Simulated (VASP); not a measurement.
# GaAs (F-43m) in VASP: single point with PBE-based global hybrid with 35 % exact exchange

Aim: the single point of GaAs with PBE-based global hybrid with 35 % exact exchange.

All numbers are computed with VASP 6.6.1; they aren't measurements. Logs are shortened: lines on timing, memory, paths and dates and some standing lists are left out, and cuts for length are marked.

## Step 1: The cell of the first run

The structure is cubic, space group F-43m (No. 216). Conventional cell: a = 5.654 Å, b = 5.654 Å, c = 5.654 Å, α = 90.00°, β = 90.00°, γ = 90.00°. Within 3.2 Å of Ga (site symmetry -43m) lie 4 As at 2.45 Å. Within 3.2 Å of As (site symmetry -43m) lie 4 Ga at 2.45 Å.

## Step 2: Single point, PBE-based global hybrid with 35 % exact exchange

Input file POSCAR:

```
GaAs
1.0
    0.0000000000      2.8268505379      2.8268505379
    2.8268505379      0.0000000000      2.8268505379
    2.8268505379      2.8268505379      0.0000000000
Ga As
1 1
Direct
    0.0000000000      0.0000000000      0.0000000000
    0.7500000000      0.7500000000      0.7500000000
```

Input file INCAR.step1:

```
PREC     = Accurate       # precision mode
ENCUT    = 400            # plane-wave cutoff, eV
EDIFF    = 1E-5           # SCF threshold, eV
ISMEAR   = 0              # smearing method
SIGMA    = 0.05           # smearing width, eV
LREAL    = F              # projectors in reciprocal space
LASPH    = T              # aspherical terms in the spheres
NELM     = 120            # most SCF steps
ALGO     = Normal         # electronic algorithm
ISIF     = 2              # what is computed and relaxed
LWAVE    = T              # write WAVECAR
NBANDS   = 21             # bands
GGA      = PE             # functional
GGA_COMPAT= F
```

Input file INCAR.step2:

```
PREC     = Accurate       # precision mode
ENCUT    = 400            # plane-wave cutoff, eV
EDIFF    = 1E-6           # SCF threshold, eV
ISMEAR   = 0              # smearing method
SIGMA    = 0.05           # smearing width, eV
LREAL    = F              # projectors in reciprocal space
LASPH    = T              # aspherical terms in the spheres
NELM     = 120            # most SCF steps
ALGO     = Normal         # electronic algorithm
ISIF     = 2              # what is computed and relaxed
LWAVE    = F              # write WAVECAR
LCHARG   = T              # write CHGCAR
GGA      = PE             # functional
LHFCALC  = T              # exact exchange
AEXX     = 0.35           # exact-exchange fraction
PRECFOCK = Normal       
LELF     = T              # ELF
LVHAR    = T            
NBANDS   = 21             # bands
ISTART   = 1            
GGA_COMPAT= F
```

Input file KPOINTS:

```
Automatic mesh
0
Gamma
  4 4 4
```

Potentials or basis: VASP PAW PBE potentials, release 64 (Ga_d, As_d).

Run with:

```
$ cat potpaw_PBE.64/Ga_d/POTCAR potpaw_PBE.64/As_d/POTCAR > POTCAR
$ cp INCAR.step1 INCAR
$ mpirun -np 1 vasp_std > vasp.out
$ cp INCAR.step2 INCAR
$ mpirun -np 1 vasp_std > vasp.out
```

OUTCAR:

```text
PREC = Accurate
   ENCUT = 400
   EDIFF = 1E-6
   ISMEAR = 0
   LREAL = F
   LASPH = T
   NELM = 120
   ISIF = 2
   GGA = PE
   LHFCALC = T
   AEXX = 0.35
   PRECFOCK = Normal
   ISTART = 1

 ion  position               nearest neighbor table
   1  0.000  0.000  0.000-   2 2.45   2 2.45   2 2.45   2 2.45
   2  0.750  0.750  0.750-   1 2.45   1 2.45   1 2.45   1 2.45

  LATTYP: Found a face centered cubic cell.
 ALAT       =     5.6537010758

  Lattice vectors:

 A1 = (   0.0000000000,   2.8268505379,   2.8268505379)
 A2 = (   2.8268505379,   0.0000000000,   2.8268505379)
 A3 = (   2.8268505379,   2.8268505379,   0.0000000000)

Analysis of symmetry for initial positions (statically):
=====================================================================
 Subroutine PRICEL returns:
 Original cell was already a primitive cell.

 Routine SETGRP: Setting up the symmetry group for a
 face centered cubic supercell.

 Subroutine GETGRP returns: Found 24 space group operations
 (whereof 24 operations were pure point group operations)
 out of a pool of 48 trial point group operations.

The static configuration has the point symmetry T_d .

Analysis of symmetry for dynamics (positions and initial velocities):
=====================================================================
 Subroutine PRICEL returns:
 Original cell was already a primitive cell.

 Routine SETGRP: Setting up the symmetry group for a
 face centered cubic supercell.

 Subroutine GETGRP returns: Found 24 space group operations
 (whereof 24 operations were pure point group operations)
 out of a pool of 48 trial point group operations.

The dynamic configuration has the point symmetry T_d .

 Subroutine INISYM returns: Found 24 space group operations
 (whereof 24 operations are pure point group operations),
 and found     1 'primitive' translations

----------------------------------------------------------------------------------------

                                     Primitive cell

  volume of cell :      45.1792

  direct lattice vectors                    reciprocal lattice vectors
     0.000000000  2.826850538  2.826850538    -0.176875287  0.176875287  0.176875287
     2.826850538  0.000000000  2.826850538     0.176875287 -0.176875287  0.176875287
     2.826850538  2.826850538  0.000000000     0.176875287  0.176875287 -0.176875287

  length of vectors
     3.997770369  3.997770369  3.997770369     0.306356984  0.306356984  0.306356984

  position of ions in fractional coordinates (direct lattice)
     0.000000000  0.000000000  0.000000000
     0.750000000  0.750000000  0.750000000

  ion indices of the primitive-cell ions
   primitive index   ion index
                 1           1
                 2           2

----------------------------------------------------------------------------------------

 KPOINTS: Automatic mesh

Automatic generation of k-mesh.
 Grid dimensions read from file:
 generate k-points for:    4    4    4

 Generating k-lattice:

  Cartesian coordinates                     Fractional coordinates (reciprocal lattice)
    -0.044218822  0.044218822  0.044218822     0.250000000  0.000000000  0.000000000
     0.044218822 -0.044218822  0.044218822     0.000000000  0.250000000  0.000000000
     0.044218822  0.044218822 -0.044218822     0.000000000  0.000000000  0.250000000

  Length of vectors
     0.076589246  0.076589246  0.076589246

  Shift w.r.t. Gamma in fractional coordinates (k-lattice)
     0.000000000  0.000000000  0.000000000

 Subroutine IBZKPT returns following result:
 ===========================================

 Found      8 irreducible k-points:

 Following reciprocal coordinates:
            Coordinates               Weight
  0.000000  0.000000  0.000000      1.000000
  0.250000  0.000000  0.000000      8.000000
  0.500000  0.000000  0.000000      4.000000
  0.250000  0.250000  0.000000      6.000000
  0.500000  0.250000  0.000000     24.000000
 -0.250000  0.250000  0.000000     12.000000
  0.500000  0.500000  0.000000      3.000000
 -0.250000  0.500000  0.250000      6.000000
   k-points           NKPTS =      8   k-points in BZ     NKDIM =     64   number of bands    NBANDS=     21
   number of dos      NEDOS =    301   number of ions     NIONS =      2
   total plane-waves  NPLWV =  21952
   dimension x,y,z NGX =    28 NGY =   28 NGZ =   28
   dimension x,y,z NGXF=    56 NGYF=   56 NGZF=   56
   ions per type =               1   1
   NGX,Y,Z   is equivalent  to a cutoff of  11.64, 11.64, 11.64 a.u.
   NGXF,Y,Z  is equivalent  to a cutoff of  23.29, 23.29, 23.29 a.u.
 SYSTEM =  unknown system
   PREC   = accura    normal or accurate (medium, high low for compatibility)
   ISTART =      1    job   : 0-new  1-cont  2-samecut
   ICHARG =      0    charge: 1-file 2-atom 10-const
   ISPIN  =      1    spin polarized calculation?
   LNONCOLLINEAR =      F non collinear calculations
   LSORBIT =      F    spin-orbit coupling
   LASPH  =      T    aspherical Exc in radial PAW
   ENCUT  =  400.0 eV  29.40 Ry    5.42 a.u.   6.52  6.52  6.52*2*pi/ulx,y,z
   NELM   =    120;   NELMIN=  2; NELMDL=  0     # of ELM steps
   EDIFF  = 0.1E-05   stopping-criterion for ELM
   LREAL  =      F    real-space projection
   EDIFFG = 0.1E-04   stopping-criterion for IOM
   NSW    =      0    number of steps for IOM
   IBRION =     -1    ionic relax: 0-MD 1-quasi-New 2-CG
   NFREE  =      0    steps in history (QN), initial steepest desc. (CG)
   ISIF   =      2    stress and relaxation
   ISYM   =      3    0-nonsym 1-usesym 2-fastsym
   POTIM  = 0.5000    time-step for ionic-motion
   TEBEG  =    0.0;   TEEND  =   0.0 temperature during run
   PSTRESS=    0.0 pullay stress
   NELECT =      28.0000    total number of electrons
   NUPDOWN=      -1.0000    fix difference up-down
   EMIN   =  10.00;   EMAX   =-10.00  energy-range for DOS
   EFERMI =   0.00;   METHOD = LEGACY
   ISMEAR =     0;   SIGMA  =   0.05  broadening in eV -4-tet -1-fermi 0-gaus
   EFERMI_NEDOS =   21; number of points for ismear=-14 and -15
   IALGO  =     38    algorithm
   IMIX   =      1    mixing-type and parameters
     AMIX     =   0.40;   BMIX     =  1.00
     AMIX_MAG =   1.60;   BMIX_MAG =  1.00
  volume/ion in A,a.u.               =      22.59       152.44
  Fermi-wavevector in a.u.,A,eV,Ry     =   1.395773  2.637628 26.506613  1.948181
  Thomas-Fermi vector in A             =   2.519192
   LORBIT       =      0    0 simple, 1 ext, 2 COOP (PROOUT), +10 PAW based schemes
   GGA     = PE    functional components
   LHFCALC =     T    Hartree Fock is set to
   PRECFOCK=normal    Normal, Fast or Accurate (Low or Medium for compatibility)
   ENCUT4O =  -1.0   cutoff for four orbital integrals eV
   NKREDX  =     1    reduce k-point grid by
   NKREDY  =     1    reduce k-point grid by
   NKREDZ  =     1    reduce k-point grid by
   AEXX    =    0.3500 exact exchange contribution
   HFSCREEN=    0.0000 screening length (either q_TF or 0.3 A-1)
   HFSCREENC=   0.0000 screening length for correlation (either q_TF or 0.3 A-1)
   ENCUTFOCK=  -1.0 apply spherical cutoff to Coloumb kernel
   IVDW    =     0    specifies the selected vdW correction
   LEPSILON=     F    determine dielectric tensor
   LRPA    =     F    only Hartree local field effects (RPA)
 non-spin polarized calculation
 Gauss-broadening in eV      SIGMA  =   0.05
  energy-cutoff  :      400.00
  volume of cell :       45.18
 maximum number of plane-waves:       869
 NGX is ok and might be reduce to    28
  NGX = 20; NGY = 20; NGZ = 20

 number of electron      27.9999988 magnetization

 Free energy of the ion-electron system (eV)
  ---------------------------------------------------
  ext. energy  EPLUGINS =         0.00000000
  ---------------------------------------------------
  free energy    TOTEN  =       -11.75064425 eV

  energy without entropy =      -11.75064425  energy(sigma->0) =      -11.75064425

 E-fermi :   2.3756     XC(G=0):  -6.9887

 val. band max:        2.0361016630   @ k =   0.0000   0.0000   0.0000
 cond. band min:       4.9152984767   @ k =   0.0000   0.0000   0.0000
 fundamental gap:      2.8791968137
 Fermi energy:         2.3755825895

 k-point     1 :       0.0000    0.0000    0.0000
  band No.  band energies     occupation
      1     -37.9713      2.00000
      2     -37.9713      2.00000
      3     -37.9713      2.00000
      4     -37.9599      2.00000
      5     -37.9599      2.00000
      6     -16.4263      2.00000
[... 13 lines left out ...]
     20      14.6960      0.00000
     21      14.6960      0.00000

 k-point     2 :       0.2500    0.0000    0.0000
  band No.  band energies     occupation
      1     -37.9710      2.00000
      2     -37.9708      2.00000
      3     -37.9708      2.00000
      4     -37.9596      2.00000
      5     -37.9596      2.00000
      6     -16.4492      2.00000
[... 13 lines left out ...]
     20      13.4684      0.00000
     21      13.4684      0.00000

 k-point     3 :       0.5000    0.0000    0.0000
  band No.  band energies     occupation
      1     -37.9708      2.00000
      2     -37.9704      2.00000
      3     -37.9704      2.00000
      4     -37.9595      2.00000
      5     -37.9595      2.00000
      6     -16.4716      2.00000
[... 13 lines left out ...]
     20      16.7006      0.00000
     21      16.7006      0.00000

 k-point     4 :       0.2500    0.2500    0.0000
  band No.  band energies     occupation
      1     -37.9715      2.00000
      2     -37.9704      2.00000
      3     -37.9704      2.00000
      4     -37.9599      2.00000
      5     -37.9594      2.00000
      6     -16.4661      2.00000
[... 13 lines left out ...]
     20      15.8029      0.00000
     21      16.1271      0.00000

 k-point     5 :       0.5000    0.2500    0.0000
  band No.  band energies     occupation
      1     -37.9712      2.00000
      2     -37.9700      2.00000
      3     -37.9700      2.00000
      4     -37.9597      2.00000
      5     -37.9592      2.00000
      6     -16.4831      2.00000
[... 13 lines left out ...]
     20      16.8372      0.00000
     21      17.3524      0.00000

 k-point     6 :      -0.2500    0.2500    0.0000
  band No.  band energies     occupation
      1     -37.9708      2.00000
      2     -37.9704      2.00000
      3     -37.9704      2.00000
      4     -37.9595      2.00000
      5     -37.9594      2.00000
      6     -16.4710      2.00000
[... 13 lines left out ...]
     20      15.1120      0.00000
     21      17.4906      0.00000

 k-point     7 :       0.5000    0.5000    0.0000
  band No.  band energies     occupation
      1     -37.9718      2.00000
      2     -37.9694      2.00000
      3     -37.9694      2.00000
      4     -37.9600      2.00000
      5     -37.9588      2.00000
      6     -16.5007      2.00000
[... 13 lines left out ...]
     20      18.1760      0.00000
     21      18.3171      0.00000

 k-point     8 :      -0.2500    0.5000    0.2500
  band No.  band energies     occupation
      1     -37.9709      2.00000
      2     -37.9704      2.00000
      3     -37.9693      2.00000
      4     -37.9596      2.00000
      5     -37.9590      2.00000
      6     -16.4880      2.00000
[... 13 lines left out ...]
     20      17.2308      0.00000
     21      18.1036      0.00000

------------------------ aborting loop because EDIFF is reached ----------------------------------------

  FORCE on cell =-STRESS in cart. coord.  units (eV):
  Direction    XX          YY          ZZ          XY          YZ          ZX
  --------------------------------------------------------------------------------------
  -------------------------------------------------------------------------------------
  Total        0.0062114      0.0062114      0.0062114      0.0000000      0.0000000      0.0000000
  in kB        0.2202732      0.2202732      0.2202732      0.0000000      0.0000000      0.0000000
  external PRESSURE =       0.2202732 kB  Pullay stress =       0.0000000 kB

 VOLUME and BASIS-vectors are now :
 -----------------------------------------------------------------------------
  energy-cutoff  :      400.00
  volume of cell :       45.18
      direct lattice vectors                 reciprocal lattice vectors
     0.000000000  2.826850538  2.826850538    -0.176875287  0.176875287  0.176875287
     2.826850538  0.000000000  2.826850538     0.176875287 -0.176875287  0.176875287
     2.826850538  2.826850538  0.000000000     0.176875287  0.176875287 -0.176875287

 POSITION                                       TOTAL-FORCE (eV/Angst)
 -----------------------------------------------------------------------------------
      0.00000      0.00000      0.00000        -0.000000      0.000000      0.000000
      4.24028      4.24028      4.24028         0.000000     -0.000000     -0.000000
 -----------------------------------------------------------------------------------
    total drift:                               -0.000010      0.000009     -0.000000

  FREE ENERGIE OF THE ION-ELECTRON SYSTEM (eV)
  ---------------------------------------------------
  free  energy   TOTEN  =       -11.7506442450 eV

  energy  without entropy=      -11.7506442450  energy(sigma->0) =      -11.75064425
```

Wall time 23 min (1 thread of AMD EPYC 7R43 (Zen 3), shared host); peak memory 0.12 GiB.

What came out:

| Item | Value |
| --- | --- |
| Free energy | -11.7506 eV |
| Pressure | 0.0 GPa |
| Band gap on the k mesh | 2.88 eV |

Caveat: the k points lie up to 0.48 Å⁻¹ apart; the PAW data sets were made with another functional, which shifts forces and pressure a little. A k mesh can miss the band edges.
